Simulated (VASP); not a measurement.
Write the native input for VASP 6.6.1 that does the following.

| Item | Value |
| --- | --- |
| Task | single point |
| Functional | PBE |
| Potentials or basis | VASP PAW PBE potentials, release 64 (Zr_sv, B, C) |
| Cutoff | 520 eV |
| k mesh | 8 × 8 × 8 |
| Occupations | gaussian, width 0.1 eV |
| Spin | no spin polarisation |
| Dipole correction | no |
| Further INCAR settings | ALGO = Normal; EDIFF = 1e-06; NBANDS = 38 |

The structure of Zr3BC4 lies in POSCAR:

```
Zr3BC4
1.0
    4.6149609993      0.0000000000      0.0000000000
    0.0000000000      4.6149609993      0.0000000000
    0.0000000000      0.0000000000      4.6149609993
Zr B C
3 1 4
Direct
    0.0000000000      0.5000000000      0.5000000000
    0.5000000000      0.0000000000      0.5000000000
    0.5000000000      0.5000000000      0.0000000000
    0.0000000000      0.0000000000      0.0000000000
    0.5000000000      0.0000000000      0.0000000000
    0.0000000000      0.5000000000      0.0000000000
    0.0000000000      0.0000000000      0.5000000000
    0.5000000000      0.5000000000      0.5000000000
```

These files were run (other wordings do the same):

INCAR

```
  PREC = Accurate
  ENCUT = 520
  EDIFF = 1E-6
  ISMEAR = 0
  SIGMA = 0.1
  LREAL = F
  LASPH = T
  NELM = 100
  ALGO = Normal
  ISIF = 2
  LWAVE = F
  LCHARG = F
  GGA = PE
  NBANDS = 38
```

KPOINTS

```
Automatic mesh
0
Gamma
  8 8 8
```

Potentials or basis: VASP PAW PBE potentials, release 64 (Zr_sv, B, C).

Run with:

```bash
$ cat potpaw_PBE.64/Zr_sv/POTCAR potpaw_PBE.64/B/POTCAR potpaw_PBE.64/C/POTCAR > POTCAR
$ mpirun -np 1 vasp_std > vasp.out
```

Results of the run:

```yaml
Pressure: 0.2 GPa
```

Wall time 92 s on 1 thread of Intel(R) Xeon(R) Platinum 8259CL CPU @ 2.50GHz (Skylake/Cascade Lake), on a shared host, peak memory 0.26 GiB.
